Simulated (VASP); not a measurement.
# TaN (P6/mmm) in VASP: notebook

TaN is run at these levels: PBE; tasks: single point.

Everything below comes from runs of VASP 6.6.1. Logs are shortened: lines on timing, memory, paths and dates and some standing lists are left out, and cuts for length are marked.

**1. The cell of the first run**

The structure is hexagonal, space group P6/mmm (No. 191). The conventional cell has a = 5.185 Å, b = 5.185 Å, c = 2.850 Å, α = 90.00°, β = 90.00°, γ = 120.00°. Within 3.4 Å of Ta (site symmetry 6/mmm) lie 6 N at 2.59 Å and 14 Ta at 2.85 to 3.32 Å. Within 2.7 Å of Ta (site symmetry -6m2) lie 6 N at 2.07 Å. N (site symmetry mmm) has 6 Ta at 2.07 to 2.59 Å and 4 N at 2.59 Å within 2.7 Å.

**2. Single point, PBE**

Contents of INCAR:

```
  PREC = Accurate
  ENCUT = 520
  EDIFF = 1E-7
  ISMEAR = -1
  SIGMA = 0.05
  LREAL = F
  LASPH = T
  NELM = 100
  ALGO = Normal
  ISIF = 2
  LWAVE = F
  LCHARG = T
  GGA = PE
  LELF = T
  LVHAR = T
  NBANDS = 33
```

Contents of KPOINTS:

```
regular mesh
0
Gamma
  5 5 8
```

Contents of POSCAR:

```
TaN
1.0
    5.1850002000      0.0000000000      0.0000000000
   -2.5925001000      4.4903418900      0.0000000000
    0.0000000000      0.0000000000      2.8498405194
Ta N
3 3
Direct
    0.0000000000      0.0000000000      0.0000000000
    0.3333333333      0.6666666667      0.5000000000
    0.6666666667      0.3333333333      0.5000000000
    0.5000000000      0.0000000000      0.0000000000
    0.5000000000      0.5000000000      0.0000000000
    0.0000000000      0.5000000000      0.0000000000
```

Potentials or basis: VASP PAW PBE potentials, release 64 (Ta_pv, N).

Command:

```console
cat potpaw_PBE.64/Ta_pv/POTCAR potpaw_PBE.64/N/POTCAR > POTCAR
mpirun -np 1 vasp_std > vasp.out
```

OUTCAR:

```text
PREC = Accurate
   ENCUT = 520
   EDIFF = 1E-7
   ISMEAR = -1
   LREAL = F
   LASPH = T
   NELM = 100
   ISIF = 2
   GGA = PE

 ion  position               nearest neighbor table
   1  0.000  0.000  0.000-   5 2.59   6 2.59   6 2.59   5 2.59   4 2.59   4 2.59   2 3.32   3 3.32
                             2 3.32   3 3.32   2 3.32   2 3.32   3 3.32   3 3.32   2 3.32   3 3.32
   2  0.333  0.667  0.500-   4 2.07   4 2.07   6 2.07   6 2.07   5 2.07   5 2.07   3 2.99   3 2.99
                             3 2.99   1 3.32   1 3.32   1 3.32   1 3.32   1 3.32   1 3.32
   3  0.667  0.333  0.500-   4 2.07   4 2.07   6 2.07   6 2.07   5 2.07   5 2.07   2 2.99   2 2.99
                             2 2.99   1 3.32   1 3.32   1 3.32   1 3.32   1 3.32   1 3.32
   4  0.500  0.000  0.000-   2 2.07   3 2.07   2 2.07   3 2.07   1 2.59   1 2.59
   5  0.500  0.500  0.000-   2 2.07   3 2.07   2 2.07   3 2.07   1 2.59   1 2.59
   6  0.000  0.500  0.000-   2 2.07   3 2.07   2 2.07   3 2.07   1 2.59   1 2.59

  LATTYP: Found a hexagonal cell.
 ALAT       =     5.1850002000
 C/A-ratio  =     0.5496317087

  Lattice vectors:

 A1 = (   5.1850002000,   0.0000000000,   0.0000000000)
 A2 = (  -2.5925001000,   4.4903418900,   0.0000000000)
 A3 = (   0.0000000000,   0.0000000000,   2.8498405194)

Analysis of symmetry for initial positions (statically):
=====================================================================
 Subroutine PRICEL returns:
 Original cell was already a primitive cell.

 Routine SETGRP: Setting up the symmetry group for a
 hexagonal supercell.

 Subroutine GETGRP returns: Found 24 space group operations
 (whereof 24 operations were pure point group operations)
 out of a pool of 24 trial point group operations.

The static configuration has the point symmetry D_6h.

Analysis of symmetry for dynamics (positions and initial velocities):
=====================================================================
 Subroutine PRICEL returns:
 Original cell was already a primitive cell.

 Routine SETGRP: Setting up the symmetry group for a
 hexagonal supercell.

 Subroutine GETGRP returns: Found 24 space group operations
 (whereof 24 operations were pure point group operations)
 out of a pool of 24 trial point group operations.

The dynamic configuration has the point symmetry D_6h.

 Subroutine INISYM returns: Found 24 space group operations
 (whereof 24 operations are pure point group operations),
 and found     1 'primitive' translations

----------------------------------------------------------------------------------------

                                     Primitive cell

  volume of cell :      66.3512

  direct lattice vectors                    reciprocal lattice vectors
     5.185000200  0.000000000  0.000000000     0.192864023  0.111350096  0.000000000
    -2.592500100  4.490341890  0.000000000     0.000000000  0.222700192  0.000000000
     0.000000000  0.000000000  2.849840519     0.000000000  0.000000000  0.350896829

  length of vectors
     5.185000200  5.185000198  2.849840519     0.222700192  0.222700192  0.350896829

  position of ions in fractional coordinates (direct lattice)
     0.000000000  0.000000000  0.000000000
     0.333333333  0.666666667  0.500000000
     0.666666667  0.333333333  0.500000000
     0.500000000  0.000000000  0.000000000
     0.500000000  0.500000000  0.000000000
     1.000000000  0.500000000  0.000000000

  ion indices of the primitive-cell ions
   primitive index   ion index
                 1           1
                 2           2
                 3           3
                 4           4
                 5           5
                 6           6

----------------------------------------------------------------------------------------

 KPOINTS: regular mesh

Automatic generation of k-mesh.
 Grid dimensions read from file:
 generate k-points for:    5    5    8

 Generating k-lattice:

  Cartesian coordinates                     Fractional coordinates (reciprocal lattice)
     0.038572805  0.022270019  0.000000000     0.200000000 -0.000000000  0.000000000
     0.000000000  0.044540038  0.000000000     0.000000000  0.200000000  0.000000000
     0.000000000  0.000000000  0.043862104     0.000000000  0.000000000  0.125000000

  Length of vectors
     0.044540038  0.044540038  0.043862104

  Shift w.r.t. Gamma in fractional coordinates (k-lattice)
     0.000000000  0.000000000  0.000000000

 Subroutine IBZKPT returns following result:
 ===========================================

 Found     25 irreducible k-points:

 Following reciprocal coordinates:
            Coordinates               Weight
  0.000000  0.000000  0.000000      1.000000
  0.200000  0.000000  0.000000      6.000000
  0.400000 -0.000000  0.000000      6.000000
  0.200000  0.200000  0.000000      6.000000
  0.400000  0.200000  0.000000      6.000000
  0.000000  0.000000  0.125000      2.000000
[... 16 lines left out ...]
  0.400000 -0.000000  0.500000      6.000000
  0.200000  0.200000  0.500000      6.000000
   k-points           NKPTS =     25   k-points in BZ     NKDIM =     25   number of bands    NBANDS=     33
   number of dos      NEDOS =    301   number of ions     NIONS =      6
   total plane-waves  NPLWV =  38400
   dimension x,y,z NGX =    40 NGY =   40 NGZ =   24
   dimension x,y,z NGXF=    80 NGYF=   80 NGZF=   48
   ions per type =               3   3
   NGX,Y,Z   is equivalent  to a cutoff of  12.83, 12.83, 14.00 a.u.
   NGXF,Y,Z  is equivalent  to a cutoff of  25.65, 25.65, 28.00 a.u.
 SYSTEM =  unknown system
   PREC   = accura    normal or accurate (medium, high low for compatibility)
   ISTART =      0    job   : 0-new  1-cont  2-samecut
   ICHARG =      2    charge: 1-file 2-atom 10-const
   ISPIN  =      1    spin polarized calculation?
   LNONCOLLINEAR =      F non collinear calculations
   LSORBIT =      F    spin-orbit coupling
   LASPH  =      T    aspherical Exc in radial PAW
   ENCUT  =  520.0 eV  38.22 Ry    6.18 a.u.   9.64  9.64  5.30*2*pi/ulx,y,z
   NELM   =    100;   NELMIN=  2; NELMDL= -5     # of ELM steps
   EDIFF  = 0.1E-06   stopping-criterion for ELM
   LREAL  =      F    real-space projection
   EDIFFG = 0.1E-05   stopping-criterion for IOM
   NSW    =      0    number of steps for IOM
   IBRION =     -1    ionic relax: 0-MD 1-quasi-New 2-CG
   NFREE  =      0    steps in history (QN), initial steepest desc. (CG)
   ISIF   =      2    stress and relaxation
   ISYM   =      2    0-nonsym 1-usesym 2-fastsym
   POTIM  = 0.5000    time-step for ionic-motion
   TEBEG  =    0.0;   TEEND  =   0.0 temperature during run
   PSTRESS=    0.0 pullay stress
   NELECT =      48.0000    total number of electrons
   NUPDOWN=      -1.0000    fix difference up-down
   EMIN   =  10.00;   EMAX   =-10.00  energy-range for DOS
   EFERMI =   0.00;   METHOD = LEGACY
   ISMEAR =    -1;   SIGMA  =   0.05  broadening in eV -4-tet -1-fermi 0-gaus
   EFERMI_NEDOS =   21; number of points for ismear=-14 and -15
   IALGO  =     38    algorithm
   IMIX   =      4    mixing-type and parameters
     AMIX     =   0.40;   BMIX     =  1.00
     AMIX_MAG =   1.60;   BMIX_MAG =  1.00
  volume/ion in A,a.u.               =      11.06        74.63
  Fermi-wavevector in a.u.,A,eV,Ry     =   1.469622  2.777183 29.385713  2.159789
  Thomas-Fermi vector in A             =   2.584977
   LORBIT       =      0    0 simple, 1 ext, 2 COOP (PROOUT), +10 PAW based schemes
   GGA     = PE    functional components
   LHFCALC =     F    Hartree Fock is set to
   AEXX    =    0.0000 exact exchange contribution
   IVDW    =     0    specifies the selected vdW correction
   LEPSILON=     F    determine dielectric tensor
   LRPA    =     F    only Hartree local field effects (RPA)
 non-spin polarized calculation
  energy-cutoff  :      520.00
  volume of cell :       66.35
 maximum number of plane-waves:      1834
 NGX is ok and might be reduce to    40
   NGX = 19   NGY = 19   NGZ = 11

 number of electron      47.9999995 magnetization

 Free energy of the ion-electron system (eV)
  ---------------------------------------------------
  ext. energy  EPLUGINS =         0.00000000
  ---------------------------------------------------
  free energy    TOTEN  =       -64.55400378 eV

  energy without entropy =      -64.54488421  energy(sigma->0) =      -64.54944399

 E-fermi :   8.5083     XC(G=0): -13.1577

 val. band max:        8.5002626548   @ k =   0.2000   0.0000   0.3750
 cond. band min:       8.6113341058   @ k =   0.0000   0.0000   0.3750
 fundamental gap:      0.1110714510
 Fermi energy:         8.5082589243

 k-point     1 :       0.0000    0.0000    0.0000
  band No.  band energies     occupation
      1     -27.7679      2.00000
      2     -27.7679      2.00000
      3     -27.3514      2.00000
      4     -27.3514      2.00000
      5     -27.0721      2.00000
      6     -26.9714      2.00000
[... 25 lines left out ...]
     32      11.8984      0.00000
     33      11.8984      0.00000

 k-point     2 :       0.2000    0.0000    0.0000
  band No.  band energies     occupation
      1     -27.7960      2.00000
      2     -27.7480      2.00000
      3     -27.3367      2.00000
      4     -27.3130      2.00000
      5     -27.0600      2.00000
      6     -27.0113      2.00000
[... 25 lines left out ...]
     32      12.0437      0.00000
     33      12.1843      0.00000

 k-point     3 :       0.4000   -0.0000    0.0000
  band No.  band energies     occupation
      1     -27.8346      2.00000
      2     -27.6697      2.00000
      3     -27.4041      2.00000
      4     -27.2542      2.00000
      5     -27.0322      2.00000
      6     -27.0304      2.00000
[... 25 lines left out ...]
     32      12.2188      0.00000
     33      12.3269      0.00000

 k-point     4 :       0.2000    0.2000    0.0000
  band No.  band energies     occupation
      1     -27.8148      2.00000
      2     -27.7046      2.00000
      3     -27.3877      2.00000
      4     -27.2619      2.00000
      5     -27.0392      2.00000
      6     -27.0303      2.00000
[... 25 lines left out ...]
     32      12.0709      0.00000
     33      12.0894      0.00000

 k-point     5 :       0.4000    0.2000    0.0000
  band No.  band energies     occupation
      1     -27.8230      2.00000
      2     -27.6257      2.00000
      3     -27.4955      2.00000
      4     -27.2326      2.00000
      5     -27.0157      2.00000
      6     -27.0154      2.00000
[... 604 lines left out ...]
 k-point    22 :       0.2000    0.0000    0.5000
  band No.  band energies     occupation
      1     -28.1628      2.00000
      2     -27.9573      2.00000
      3     -27.5827      2.00000
      4     -27.5434      2.00000
      5     -27.1828      2.00000
      6     -27.1275      2.00000
[... 25 lines left out ...]
     32      12.9903      0.00000
     33      13.1880      0.00000

 k-point    23 :       0.4000   -0.0000    0.5000
  band No.  band energies     occupation
      1     -28.1262      2.00000
      2     -28.0054      2.00000
      3     -27.5975      2.00000
      4     -27.4896      2.00000
      5     -27.2472      2.00000
      6     -27.1116      2.00000
[... 25 lines left out ...]
     32      12.6945      0.00000
     33      14.1361      0.00000

 k-point    24 :       0.2000    0.2000    0.5000
  band No.  band energies     occupation
      1     -28.1343      2.00000
      2     -27.9953      2.00000
      3     -27.6063      2.00000
      4     -27.4826      2.00000
      5     -27.2454      2.00000
      6     -27.1104      2.00000
[... 25 lines left out ...]
     32      12.6617      0.00000
     33      13.9848      0.00000

 [... further k-points ...]
[... 5 lines left out ...]
  --------------------------------------------------------------------------------------
  -------------------------------------------------------------------------------------
  Total        6.6391084      6.6391084     12.0148323      0.0000000     -0.0000000      0.0000000
  in kB      160.3140538    160.3140536    290.1212572      0.0000000     -0.0000000      0.0000000
  external PRESSURE =     203.5831215 kB  Pullay stress =       0.0000000 kB

 VOLUME and BASIS-vectors are now :
 -----------------------------------------------------------------------------
  energy-cutoff  :      520.00
  volume of cell :       66.35
      direct lattice vectors                 reciprocal lattice vectors
     5.185000200  0.000000000  0.000000000     0.192864023  0.111350096  0.000000000
    -2.592500100  4.490341890  0.000000000     0.000000000  0.222700192  0.000000000
     0.000000000  0.000000000  2.849840519     0.000000000  0.000000000  0.350896829

 POSITION                                       TOTAL-FORCE (eV/Angst)
 -----------------------------------------------------------------------------------
      0.00000      0.00000      0.00000         0.000000      0.000000     -0.000000
     -0.00000      2.99356      1.42492         0.000000      0.000000     -0.000000
      2.59250      1.49678      1.42492        -0.000000     -0.000000      0.000000
      2.59250      0.00000      0.00000         0.000000      0.000000     -0.000000
      1.29625      2.24517      0.00000         0.000000      0.000000     -0.000000
     -1.29625      2.24517      0.00000         0.000000      0.000000     -0.000000
 -----------------------------------------------------------------------------------
    total drift:                               -0.000000      0.000000     -0.000000

  FREE ENERGIE OF THE ION-ELECTRON SYSTEM (eV)
  ---------------------------------------------------
  free  energy   TOTEN  =       -64.5540037799 eV

  energy  without entropy=      -64.5448842054  energy(sigma->0) =      -64.54944399
```

Wall time 1.7 min (1 thread of Intel Xeon 8259CL, shared host); peak memory 0.21 GiB.

Results:

```
Free energy            : -64.5540 eV
Pressure               : 20.4 GPa
Band gap on the k mesh : zero (band 24 reaches 9.37 eV, above the bottom of band 25 at 7.11 eV)
```

Caveat: spin-orbit coupling is left out, which moves the levels of the heavy elements.

**3. Single point, PBE**

This run uses another cell than the first one, of 11.17 Å³/atom, 1.010 times its volume.

Contents of INCAR:

```
SYSTEM = TaN
ALGO = Normal
EDIFF = 1E-6
ENCUT = 520
GGA = PE
ISIF = 2
ISMEAR = -1
LASPH = .TRUE.
LCHARG = .FALSE.
LREAL = .FALSE.
LWAVE = .FALSE.
NBANDS = 33
NELM = 80
PREC = Accurate
SIGMA = 0.05
```

Contents of KPOINTS:

```
k-points
0
G
  5 5 8
  0 0 0
```

Changes to POSCAR since step 2:

```diff
@@ -4,3 +4,3 @@
    -2.5925001000      4.4903418900      0.0000000000
-    0.0000000000      0.0000000000      2.8498405194
+    0.0000000000      0.0000000000      2.8789205247
 Ta N
```

Potentials or basis: VASP PAW PBE potentials, release 64 (Ta_pv, N).

Command:

```console
cat potpaw_PBE.64/Ta_pv/POTCAR potpaw_PBE.64/N/POTCAR > POTCAR
mpirun -np 1 vasp_std > vasp.out
```

OUTCAR:

```text
SYSTEM = TaN
   EDIFF = 1E-6
   ENCUT = 520
   GGA = PE
   ISIF = 2
   ISMEAR = -1
   LASPH = .TRUE.
   LREAL = .FALSE.
   NELM = 80
   PREC = Accurate

 ion  position               nearest neighbor table
   1  0.000  0.000  0.000-   5 2.59   6 2.59   6 2.59   5 2.59   4 2.59   4 2.59   2 3.32   3 3.32
                             2 3.32   3 3.32   2 3.32   2 3.32   3 3.32   3 3.32   2 3.32   3 3.32
   2  0.333  0.667  0.500-   4 2.08   4 2.08   6 2.08   6 2.08   5 2.08   5 2.08   3 2.99   3 2.99
                             3 2.99   1 3.32   1 3.32   1 3.32   1 3.32   1 3.32   1 3.32
   3  0.667  0.333  0.500-   4 2.08   4 2.08   6 2.08   6 2.08   5 2.08   5 2.08   2 2.99   2 2.99
                             2 2.99   1 3.32   1 3.32   1 3.32   1 3.32   1 3.32   1 3.32
   4  0.500  0.000  0.000-   2 2.08   3 2.08   2 2.08   3 2.08   1 2.59   1 2.59
[... 1074 lines left out ...]
  in kB      133.8662088    133.8662087    201.1892109      0.0000000      0.0000000      0.0000000
  external PRESSURE =     156.3072095 kB  Pullay stress =       0.0000000 kB

 VOLUME and BASIS-vectors are now :
 -----------------------------------------------------------------------------
  energy-cutoff  :      520.00
  volume of cell :       67.03
      direct lattice vectors                 reciprocal lattice vectors
     5.185000200  0.000000000  0.000000000     0.192864023  0.111350096  0.000000000
    -2.592500100  4.490341890  0.000000000     0.000000000  0.222700192  0.000000000
     0.000000000  0.000000000  2.878920525     0.000000000  0.000000000  0.347352416

 POSITION                                       TOTAL-FORCE (eV/Angst)
 -----------------------------------------------------------------------------------
      0.00000      0.00000      0.00000        -0.000000      0.000000      0.000000
     -0.00000      2.99356      1.43946         0.000000      0.000000     -0.000000
      2.59250      1.49678      1.43946        -0.000000      0.000000      0.000000
      2.59250      0.00000      0.00000        -0.000000      0.000000      0.000000
      1.29625      2.24517      0.00000        -0.000000      0.000000      0.000000
     -1.29625      2.24517      0.00000        -0.000000      0.000000      0.000000
 -----------------------------------------------------------------------------------
    total drift:                               -0.000000      0.000000     -0.000000

  FREE ENERGIE OF THE ION-ELECTRON SYSTEM (eV)
  ---------------------------------------------------
  free  energy   TOTEN  =       -64.6581718767 eV

  energy  without entropy=      -64.6493029344  energy(sigma->0) =      -64.65373741
```

OSZICAR:

```text
N       E                     dE             d eps       ncg     rms          rms(c)
DAV:   1     0.449641979253E+03    0.44964E+03   -0.26083E+04  1650   0.153E+03
DAV:   2    -0.455325988783E+02   -0.49517E+03   -0.47149E+03  1889   0.450E+02
DAV:   3    -0.747222328369E+02   -0.29190E+02   -0.28590E+02  1997   0.106E+02
DAV:   4    -0.753192748879E+02   -0.59704E+00   -0.59097E+00  2083   0.147E+01
DAV:   5    -0.753356988496E+02   -0.16424E-01   -0.16397E-01  2075   0.185E+00    0.477E+01
DAV:   6    -0.651516679747E+02    0.10184E+02   -0.46952E+01  2083   0.386E+01    0.206E+01
DAV:   7    -0.648454950511E+02    0.30617E+00   -0.38836E+00  2079   0.141E+01    0.117E+01
DAV:   8    -0.646911798697E+02    0.15432E+00   -0.61367E-01  2055   0.510E+00    0.416E+00
DAV:   9    -0.646599630389E+02    0.31217E-01   -0.78949E-02  2019   0.265E+00    0.475E-01
DAV:  10    -0.646586767432E+02    0.12863E-02   -0.21248E-02  2062   0.786E-01    0.223E-01
DAV:  11    -0.646581823801E+02    0.49436E-03   -0.37401E-03  2054   0.389E-01    0.560E-02
DAV:  12    -0.646581727199E+02    0.96602E-05   -0.18050E-04  2065   0.926E-02    0.220E-02
DAV:  13    -0.646581718767E+02    0.84325E-06   -0.99525E-06  2063   0.216E-02
   1 F= -.64658172E+02 E0= -.64653737E+02  d E =-.886894E-02
```

It took 85 s on 1 thread of Intel Xeon 8259CL, shared host; peak memory 0.21 GiB.

Results:

- Free energy: -64.6582 eV
- Pressure: 15.6 GPa
- Band gap on the k mesh: zero (band 24 reaches 9.24 eV, above the bottom of band 25 at 7.04 eV)

Caveat: spin-orbit coupling is left out, which moves the levels of the heavy elements.
